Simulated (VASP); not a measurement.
Runs of VASP 6.6.1 on Lu. The structure is that of space group Pm-3m (No. 221), or close to it. The cells are those of the table. This isn't the form of Lu at room conditions, which is hcp.

```csv
cell,k mesh,gap on the mesh (eV),pressure (GPa)
"a = 3.331 Å, 1 atom",11 × 11 × 11,none,(a)
"a = 3.291 Å, 1 atom",11 × 11 × 11,none,-2.0
"a = 3.073 Å, 1 atom",11 × 11 × 11,none,4.7
"a = 3.119 Å, 1 atom",11 × 11 × 11,none,(b)
"a = 3.207 Å, 1 atom",10 × 10 × 10,none,0.1
"a = 3.249 Å, 1 atom",11 × 11 × 11,none,-1.0
"a = 3.164 Å, 1 atom",11 × 11 × 11,none,1.4
"a = 3.207 Å, 1 atom",16 × 16 × 16,none,0.1
```

Alike in all rows: task single point; level PBE; potentials or basis VASP PAW PBE potentials, release 64 (Lu); no spin polarisation; cutoff (eV) 520; smearing fermi-dirac 0.1 eV.

Question: Estimate the missing entries.

Answer: (a) -2.8; (b) 2.9.

Caveats: spin-orbit coupling is left out, which moves the levels of the heavy elements; the cell stands under pressure (at least some runs).

A k mesh can miss the band edges, and the runs leave out spin-orbit coupling on Lu.

A gap of «none» marks levels without a gap at the run's occupations.
